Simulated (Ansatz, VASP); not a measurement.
# Two plane-wave programs on GaP

The input INCAR:

```
ALGO = Normal
EDIFF = 1E-6
EDIFFG = -0.005
ENCUT = 680
GGA = PE
IBRION = 2
ISIF = 3
ISMEAR = -1
LASPH = T
LCHARG = F
LREAL = F
LWAVE = F
NELM = 80
NSW = 40
PREC = Accurate
SIGMA = 0.05
```

Contents of KPOINTS:

```
k-points
0
Gamma
  8 8 8
```

File POSCAR:

```
GaP
1.0
    0.0000000000      2.7252500000      2.7252500000
    2.7252500000      0.0000000000      2.7252500000
    2.7252500000      2.7252500000      0.0000000000
Ga P
1 1
Direct
    0.0000000000      0.0000000000      0.0000000000
    0.7500000000      0.7500000000      0.7500000000
```

Contents of input.yaml:

```yaml
crystal:
  lattice:
    - [0.0, 2.72525, 2.72525]
    - [2.72525, 0.0, 2.72525]
    - [2.72525, 2.72525, 0.0]
  atoms:
    - { symbol: Ga, position: [0.0, 0.0, 0.0] }
    - { symbol: P, position: [0.75, 0.75, 0.75] }
hamiltonian:
  xc: pbe
  pseudopotentials: { kind: paw }
kpoints:
  mp_grid: { grid: [8, 8, 8] }
scf:
  occupations: { method: fermi_dirac, width: 0.05 }
output:
  forces: true
  stress: true
  write_density: true
  write_potential: true
  elf: true
  volumetric_format: npy
relax:
  f_tol: 0.01
  max_steps: 40
  cell: { stress_tol: 0.05 }
```

Alike in both runs: task relaxation of cell and atoms; functional PBE; k mesh 8 × 8 × 8; occupations fermi-dirac, width 0.05 eV; no spin polarisation.

```csv
,VASP,Ansatz
version,VASP 6.6.1,Ansatz 0.2.0
potentials or method,"VASP PAW PBE potentials, release 64 (Ga_d_GW, P_GW)",Ansatz PAW
plane-wave cutoff (eV),680,420
valence electrons in the cell,18,18
```

```tsv
	VASP	Ansatz	Ansatz less VASP
gap on the k mesh at the Fermi level, each at its own relaxed structure (eV)	1.57	1.58	+0.015
relaxed volume (Å³/atom)	20.88	20.85	-0.021
relaxed cell length with the largest relative difference (Å)	3.894	3.893	-0.0013
```

Noted on Ansatz's run: the plane-wave basis is chosen anew once the cell has moved, so the energies of steps on either side of that aren't comparable.
